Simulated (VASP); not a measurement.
# NbTe (P-6m2) in VASP: a series of runs

The runs below take NbTe through single point, with PBE+U, PBE, BLYP.

Program: VASP 6.6.1. These are calculated values, not measurements. Logs are shortened: lines on timing, memory, paths and dates and some standing lists are left out, and cuts for length are marked.

### 1 The cell of the first run

Symmetry: P-6m2, No. 187, hexagonal system. The conventional cell has a = 3.703 Å, b = 3.703 Å, c = 3.694 Å, α = 90.00°, β = 90.00°, γ = 120.00°. Within 3.7 Å of Nb (site symmetry -6m2) lie 6 Te at 2.83 Å and 2 Nb at 3.69 Å. Within 3.7 Å of Te (site symmetry -6m2) lie 6 Nb at 2.83 Å and 2 Te at 3.69 Å.

### 2 Single point, PBE+U

INCAR reads:

```
SYSTEM = NbTe
PREC = Accurate
ENCUT = 520
EDIFF = 1E-6
ISMEAR = 1
SIGMA = 0.087
LREAL = .FALSE.
LASPH = .TRUE.
NELM = 150
ALGO = Normal
ISIF = 2
LWAVE = .FALSE.
LCHARG = .FALSE.
LMAXMIX = 4
LDAU = .TRUE.
LDAUTYPE = 2
LDAUL = 2 -1
LDAUU = 1.9 0
LDAUJ = 0 0
LDAUPRINT = 1
GGA = PE
NBANDS = 16
```

KPOINTS reads:

```
regular mesh
0
G
  6 6 4
  0 0 0
```

POSCAR reads:

```
NbTe
1.0
    3.7029743866      0.0000000000      0.0000000000
   -1.8514871933      3.2068698884      0.0000000000
    0.0000000000      0.0000000000      3.6942110000
Nb Te
1 1
Direct
    0.0000000000      0.0000000000      0.5000000000
    0.6666666667      0.3333333333      0.0000000000
```

Potentials or basis: VASP PAW PBE potentials, release 64 (Nb_sv, Te).

Command:

```bash
cat potpaw_PBE.64/Nb_sv/POTCAR potpaw_PBE.64/Te/POTCAR > POTCAR
mpirun -np 1 vasp_std > vasp.out
```

OUTCAR:

```text
SYSTEM = NbTe
   PREC = Accurate
   ENCUT = 520
   EDIFF = 1E-6
   ISMEAR = 1
   LREAL = .FALSE.
   LASPH = .TRUE.
   NELM = 150
   ISIF = 2
   GGA = PE

 ion  position               nearest neighbor table
   1  0.000  0.000  0.500-   2 2.83   2 2.83   2 2.83   2 2.83   2 2.83   2 2.83
   2  0.667  0.333  0.000-   1 2.83   1 2.83   1 2.83   1 2.83   1 2.83   1 2.83

  LATTYP: Found a hexagonal cell.
 ALAT       =     3.7029743866
 C/A-ratio  =     0.9976334196

  Lattice vectors:

 A1 = (   3.7029743866,   0.0000000000,   0.0000000000)
 A2 = (  -1.8514871933,   3.2068698884,   0.0000000000)
 A3 = (   0.0000000000,   0.0000000000,   3.6942110000)

Analysis of symmetry for initial positions (statically):
=====================================================================
 Subroutine PRICEL returns:
 Original cell was already a primitive cell.

 Routine SETGRP: Setting up the symmetry group for a
 hexagonal supercell.

 Subroutine GETGRP returns: Found 12 space group operations
 (whereof 12 operations were pure point group operations)
 out of a pool of 24 trial point group operations.

The static configuration has the point symmetry D_3h.

Analysis of symmetry for dynamics (positions and initial velocities):
=====================================================================
 Subroutine PRICEL returns:
 Original cell was already a primitive cell.

 Routine SETGRP: Setting up the symmetry group for a
 hexagonal supercell.

 Subroutine GETGRP returns: Found 12 space group operations
 (whereof 12 operations were pure point group operations)
 out of a pool of 24 trial point group operations.

The dynamic configuration has the point symmetry D_3h.

 Subroutine INISYM returns: Found 12 space group operations
 (whereof 12 operations are pure point group operations),
 and found     1 'primitive' translations

----------------------------------------------------------------------------------------

                                     Primitive cell

  volume of cell :      43.8686

[... 135 lines left out ...]
 -0.0000  0.0000  0.1909 -0.0000  0.0000
  0.0000  0.0000 -0.0000  0.2794  0.0000
 -0.0000 -0.0000  0.0000  0.0000  0.2406

spin component  2

  0.2406  0.0000 -0.0000  0.0000 -0.0000
  0.0000  0.2794  0.0000  0.0000 -0.0000
 -0.0000  0.0000  0.1909 -0.0000  0.0000
  0.0000  0.0000 -0.0000  0.2794  0.0000
 -0.0000 -0.0000  0.0000  0.0000  0.2406

 occupancies and eigenvectors

  o =  0.1909  v =  0.0000 -0.0000  1.0000  0.0000 -0.0000  0.0000  0.0000  0.0000  0.0000  0.0000      0.0000  0.0000  0.0000  0.0000  0.0000  0.0000  0.0000  0.0000  0.0000  0.0000
  o =  0.1909  v =  0.0000  0.0000  0.0000  0.0000  0.0000  0.0000 -0.0000  1.0000  0.0000 -0.0000      0.0000  0.0000  0.0000  0.0000  0.0000  0.0000  0.0000  0.0000  0.0000  0.0000
  o =  0.2406  v =  0.0000  0.0000  0.0000  0.0000  0.0000  1.0000  0.0000  0.0000  0.0000  0.0000      0.0000  0.0000  0.0000  0.0000  0.0000  0.0000  0.0000  0.0000  0.0000  0.0000
  o =  0.2406  v =  1.0000  0.0000  0.0000  0.0000  0.0000  0.0000  0.0000  0.0000  0.0000  0.0000      0.0000  0.0000  0.0000  0.0000  0.0000  0.0000  0.0000  0.0000  0.0000  0.0000
  o =  0.2406  v =  0.0000  0.0000  0.0000 -0.0000  1.0000  0.0000  0.0000  0.0000  0.0000  0.0000      0.0000  0.0000  0.0000  0.0000  0.0000  0.0000  0.0000  0.0000  0.0000  0.0000
  o =  0.2406  v =  0.0000  0.0000  0.0000  0.0000  0.0000  0.0000  0.0000  0.0000 -0.0000  1.0000      0.0000  0.0000  0.0000  0.0000  0.0000  0.0000  0.0000  0.0000  0.0000  0.0000
  o =  0.2794  v =  0.0000 -0.0000 -0.0000  1.0000  0.0000  0.0000  0.0000  0.0000  0.0000  0.0000      0.0000  0.0000  0.0000  0.0000  0.0000  0.0000  0.0000  0.0000  0.0000  0.0000
  o =  0.2794  v =  0.0000  0.0000  0.0000  0.0000  0.0000  0.0000 -0.0000 -0.0000  1.0000  0.0000      0.0000  0.0000  0.0000  0.0000  0.0000  0.0000  0.0000  0.0000  0.0000  0.0000
  o =  0.2794  v =  0.0000  0.0000  0.0000  0.0000  0.0000  0.0000  1.0000  0.0000  0.0000 -0.0000      0.0000  0.0000  0.0000  0.0000  0.0000  0.0000  0.0000  0.0000  0.0000  0.0000
  o =  0.2794  v =  0.0000  1.0000  0.0000  0.0000 -0.0000  0.0000  0.0000  0.0000  0.0000  0.0000      0.0000  0.0000  0.0000  0.0000  0.0000  0.0000  0.0000  0.0000  0.0000  0.0000

 number of electron      18.9999998 magnetization

 Free energy of the ion-electron system (eV)
  ---------------------------------------------------
  ext. energy  EPLUGINS =         0.00000000
  ---------------------------------------------------
  free energy    TOTEN  =       -11.84929552 eV

  energy without entropy =      -11.84912105  energy(sigma->0) =      -11.84923736

 E-fermi :  11.3199     XC(G=0): -11.2864

 val. band max:       11.2590590289   @ k =   0.1667  -0.0000   0.0000
 cond. band min:      11.3471482302   @ k =   0.0000   0.0000   0.0000
 fundamental gap:      0.0880892012
 Fermi energy:        11.3198610995

 k-point     1 :       0.0000    0.0000    0.0000
  band No.  band energies     occupation
      1     -44.7932      2.00000
      2     -20.9363      2.00000
      3     -20.7923      2.00000
      4     -20.7923      2.00000
      5      -3.1626      2.00000
      6       7.9976      2.00000
[... 376 lines left out ...]
      3     -20.8740      2.00000
      4     -20.8558      2.00000
      5      -0.9666      2.00000
      6       4.8800      2.00000
[... 8 lines left out ...]
     15      14.9710      0.00000
     16      19.7050      0.00000

------------------------ aborting loop because EDIFF is reached ----------------------------------------

  FORCE on cell =-STRESS in cart. coord.  units (eV):
  Direction    XX          YY          ZZ          XY          YZ          ZX
  --------------------------------------------------------------------------------------
  -------------------------------------------------------------------------------------
  Total       -0.1283222     -0.1283222      0.8308739      0.0000000     -0.0000000      0.0000000
  in kB       -4.6866068     -4.6866068     30.3453351      0.0000000     -0.0000000      0.0000000
  external PRESSURE =       6.9907072 kB  Pullay stress =       0.0000000 kB

 VOLUME and BASIS-vectors are now :
 -----------------------------------------------------------------------------
  energy-cutoff  :      520.00
  volume of cell :       43.87
      direct lattice vectors                 reciprocal lattice vectors
     3.702974387  0.000000000  0.000000000     0.270053178  0.155915275  0.000000000
    -1.851487193  3.206869888  0.000000000     0.000000000  0.311830550  0.000000000
     0.000000000  0.000000000  3.694211000     0.000000000  0.000000000  0.270693796

 POSITION                                       TOTAL-FORCE (eV/Angst)
 -----------------------------------------------------------------------------------
      0.00000      0.00000      1.84711        -0.000000      0.000000      0.000000
      1.85149      1.06896      0.00000         0.000000     -0.000000      0.000000
 -----------------------------------------------------------------------------------
    total drift:                               -0.000000      0.000000      0.000000

  FREE ENERGIE OF THE ION-ELECTRON SYSTEM (eV)
  ---------------------------------------------------
  free  energy   TOTEN  =       -11.8492955190 eV

  energy  without entropy=      -11.8491210531  energy(sigma->0) =      -11.84923736
```

OSZICAR:

```text
N       E                     dE             d eps       ncg     rms          rms(c)
DAV:   1     0.154186701804E+03    0.15419E+03   -0.96244E+03   672   0.111E+03
DAV:   2    -0.218814911973E+01   -0.15637E+03   -0.15158E+03   864   0.371E+02
DAV:   3    -0.121461814992E+02   -0.99580E+01   -0.98589E+01  1256   0.707E+01
DAV:   4    -0.123640108580E+02   -0.21783E+00   -0.21771E+00   776   0.996E+00
DAV:   5    -0.123733102590E+02   -0.92994E-02   -0.92968E-02  1144   0.200E+00    0.610E+00
DAV:   6    -0.118661727816E+02    0.50714E+00   -0.16689E+00  1064   0.113E+01    0.292E+00
DAV:   7    -0.118522085254E+02    0.13964E-01   -0.78609E-02   880   0.206E+00    0.164E+00
DAV:   8    -0.118487476417E+02    0.34609E-02   -0.23276E-02   984   0.108E+00    0.255E-01
DAV:   9    -0.118491111723E+02   -0.36353E-03   -0.24243E-03   920   0.367E-01    0.163E-01
DAV:  10    -0.118493027125E+02   -0.19154E-03   -0.57245E-04   968   0.235E-01    0.244E-02
DAV:  11    -0.118492956270E+02    0.70855E-05   -0.39279E-05   968   0.613E-02    0.193E-02
DAV:  12    -0.118492955190E+02    0.10800E-06   -0.26002E-06   800   0.163E-02
   1 F= -.11849296E+02 E0= -.11849237E+02  d E =-.174466E-03
```

Wall time 9 s (1 thread of Intel Xeon Platinum 8488C (Sapphire Rapids), shared host); peak memory 0.16 GiB.

Results:

```yaml
Free_energy: -11.8493 eV
Pressure: 0.7 GPa
```

Levels at points of the mesh, in eV from the Fermi level:
| k point | band 8 | band 9 | band 10 | band 11 | band 12 | band 13 |
| --- | --- | --- | --- | --- | --- | --- |
| (0.00, 0.00, 0.00) | -3.09 | -2.60 | 0.03 | 0.03 | 2.28 | 2.28 |
| (0.50, 0.00, 0.00) | -2.83 | -2.75 | -0.31 | 1.16 | 1.45 | 2.83 |
| (0.00, 0.00, 0.50) | -2.78 | -1.08 | -1.08 | 0.69 | 1.47 | 1.47 |
| (0.50, 0.00, 0.50) | -4.42 | -1.62 | 1.09 | 1.30 | 1.65 | 2.53 |

Eigenvalues of the final occupation matrices:
| site | spin | trace | eigenvalues |
| --- | --- | --- | --- |
| site 1 d | 1 | 1.23 | 0.19 0.24 0.24 0.28 0.28 |
| site 1 d | 2 | 1.23 | 0.19 0.24 0.24 0.28 0.28 |

Caveat: the k points lie up to 0.43 Å⁻¹ apart; spin-orbit coupling is left out, which moves the levels of the heavy elements; U without spin polarisation on a metal has little footing; the U is typed as a test and isn't derived for this compound.

### 3 Single point, PBE

INCAR reads:

```
SYSTEM = NbTe
PREC     = Accurate       ! precision mode
ENCUT    = 520            ! plane-wave cutoff, eV
EDIFF    = 1E-6           ! SCF threshold, eV
ISMEAR   = 0              ! smearing method
SIGMA    = 0.1            ! smearing width, eV
LREAL    = .FALSE.        ! projectors in reciprocal space
LASPH    = .TRUE.         ! aspherical terms in the spheres
NELM     = 100            ! most SCF steps
ALGO     = Normal         ! electronic algorithm
ISIF     = 2              ! what is computed and relaxed
LWAVE    = .FALSE.        ! write WAVECAR
LCHARG   = .FALSE.        ! write CHGCAR
GGA      = PE             ! functional
ISYM     = 0            
NBANDS   = 16             ! bands
```

KPOINTS reads:

```
Automatic mesh
0
G
  1 5 2
  0 0 0
```

POSCAR is that of step 2.

Potentials or basis: VASP PAW PBE potentials, release 64 (Nb_sv, Te).

Command:

```bash
cat potpaw_PBE.64/Nb_sv/POTCAR potpaw_PBE.64/Te/POTCAR > POTCAR
mpirun -np 1 vasp_std > vasp.out
```

Wall time 6.9 s (1 thread of Intel Xeon 6975P-C, shared host); peak memory 0.15 GiB.

Results (log left out):

- Free energy: -11.9631 eV
- Pressure: 4.5 GPa
- Largest force: 0.241 eV/Å

Forces in eV/Å, atoms in the order of the input:
```
Nb   0.000  0.241  0.000
Te   0.000 -0.241  0.000
```

Stress tensor (GPa, compression positive):
```
23.77  0.00  0.00
 0.00 -0.61  0.00
 0.00  0.00 -9.60
```

Levels at points of the mesh, in eV from the Fermi level:
| k point | band 7 | band 8 | band 9 | band 10 | band 11 | band 12 |
| --- | --- | --- | --- | --- | --- | --- |
| (0.00, 0.00, 0.00) | -3.21 | -2.96 | -2.37 | 0.00 | 0.27 | 2.37 |
| (0.00, 0.00, 0.50) | -2.82 | -2.72 | -0.81 | -0.74 | 0.58 | 1.47 |

Caveat: the k points lie up to 1.96 Å⁻¹ apart; spin-orbit coupling is left out, which moves the levels of the heavy elements.

### 4 Single point, PBE+U

This run uses another cell than the first one, of 21.71 Å³/atom, 0.990 times its volume.

INCAR reads:

```
SYSTEM = NbTe
PREC = Accurate ; ENCUT = 520
EDIFF = 1E-7 ; ISMEAR = -1
SIGMA = 0.012 ; LREAL = .False.
LASPH = .True. ; NELM = 150
ALGO = Normal ; ISIF = 2
LWAVE = .False. ; LCHARG = .False.
LMAXMIX = 4 ; LDAU = .True.
LDAUTYPE = 2 ; LDAUL = 2 -1
LDAUU = 2.3 0 ; LDAUJ = 0 0
LDAUPRINT = 1 ; GGA = PE
NBANDS = 16
```

KPOINTS reads:

```
regular mesh
0
Gamma
  2 2 2
  0 0 0
```

POSCAR reads:

```
NbTe
1.0
    3.6905897644      0.0000000000      0.0000000000
   -1.8452948822      3.1961444909      0.0000000000
    0.0000000000      0.0000000000      3.6818556870
Nb Te
1 1
Direct
    0.0000000000      0.0000000000      0.5000000000
    0.6666666667      0.3333333333      0.0000000000
```

Command:

```bash
cat potpaw_PBE.64/Nb_sv/POTCAR potpaw_PBE.64/Te/POTCAR > POTCAR
mpirun -np 1 vasp_std > vasp.out
```

Run time: 6.5 s. Hardware: 1 thread of Intel Xeon 6975P-C, shared host; peak memory 0.15 GiB.

Results (log left out):

| Property | Result |
| --- | --- |
| Free energy | -11.0281 eV |
| Pressure | 5.0 GPa |

Stress tensor (GPa, compression positive):
```
3.18 0.00 0.00
0.00 3.18 0.00
0.00 0.00 8.50
```

Levels at points of the mesh, in eV from the Fermi level:
| k point | band 7 | band 8 | band 9 | band 10 | band 11 | band 12 |
| --- | --- | --- | --- | --- | --- | --- |
| (0.00, 0.00, 0.00) | -3.10 | -2.91 | -2.30 | 0.16 | 0.16 | 2.55 |
| (0.50, 0.00, 0.00) | -3.81 | -2.58 | -2.58 | -0.17 | 1.39 | 1.72 |
| (0.00, 0.00, 0.50) | -2.59 | -2.59 | -0.88 | -0.88 | 0.95 | 1.71 |
| (0.50, 0.00, 0.50) | -5.93 | -4.25 | -1.44 | 1.33 | 1.57 | 1.85 |

Eigenvalues of the final occupation matrices:
| site | spin | trace | eigenvalues |
| --- | --- | --- | --- |
| site 1 d | 1 | 1.21 | 0.16 0.22 0.22 0.31 0.31 |
| site 1 d | 2 | 1.21 | 0.16 0.22 0.22 0.31 0.31 |

Caveat: the k points lie up to 0.98 Å⁻¹ apart; spin-orbit coupling is left out, which moves the levels of the heavy elements; U without spin polarisation on a metal has little footing; the U is typed as a test and isn't derived for this compound.

(Continued in part 2 of 2.)
